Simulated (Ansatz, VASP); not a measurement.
Two plane-wave programs on LiF

The input INCAR:

```
ALGO = Normal
EDIFF = 1E-6
ENCUT = 520
GGA = PE
ISIF = 2
ISMEAR = -1
LASPH = True
LCHARG = False
LREAL = False
LWAVE = False
NBANDS = 12
NELM = 100
PREC = Accurate
SIGMA = 0.02
```

The input KPOINTS:

```
k-points
0
Gamma
  10 10 10
```

Contents of POSCAR:

```
LiF
1.0
    2.5879718101      0.0000000000      0.0000000000
    0.0000000000      2.5162584444      0.0000000000
    0.0000000000      0.0000000000      2.5162584444
Li F
1 1
Direct
    0.0000000000      0.0000000000      0.0000000000
    0.5000000000      0.5000000000      0.5000000000
```

Input for Ansatz:

```yaml
crystal:
  lattice:
    - [2.5879718101, 0.0, 0.0]
    - [0.0, 2.5162584444, 0.0]
    - [0.0, 0.0, 2.5162584444]
  atoms:
    - { symbol: Li, position: [0.0, 0.0, 0.0] }
    - { symbol: F, position: [0.5, 0.5, 0.5] }
kpoints:
  mp_grid: { grid: [10, 10, 10] }
  band_path:
    path:
      - [0.0, 0.0, 0.0]
      - [0.0, 0.5, 0.0]
      - [0.5, 0.5, 0.0]
      - [0.5, 0.5, 0.5]
      - [0.5, 0.0, 0.5]
    npoints: 1
hamiltonian:
  xc: pbe
scf:
  occupations: { method: fermi_dirac, width: 0.02 }
  n_extra_bands: 4
output:
  forces: true
  stress: true
  eigenvalues: true
  write_density: true
  write_potential: true
  elf: true
  volumetric_format: npy
```

Change from the starting cell: uniaxial_x strain +2.9%.

Alike in both runs: task single point; functional PBE; k mesh 10 × 10 × 10; occupations fermi-dirac, width 0.02 eV; no spin polarisation.

|  | VASP | Ansatz |
| --- | --- | --- |
| version | VASP 6.6.1 | Ansatz 0.2.0 |
| potentials or method | VASP PAW PBE potentials, release 64 (Li_sv, F) | plane waves, PAW |
| plane-wave cutoff (eV) | 520 | 420 |
| valence electrons in the cell | 10 | 10 |

Ansatz gave:

```
gap on the k mesh at the Fermi level (eV) : 7.61
```

Problem. Estimate VASP's values.

Solution. gap on the k mesh at the Fermi level (eV): 7.62.

Noted on VASP's run: the cutoff is short for stress, so the pressure is rough.
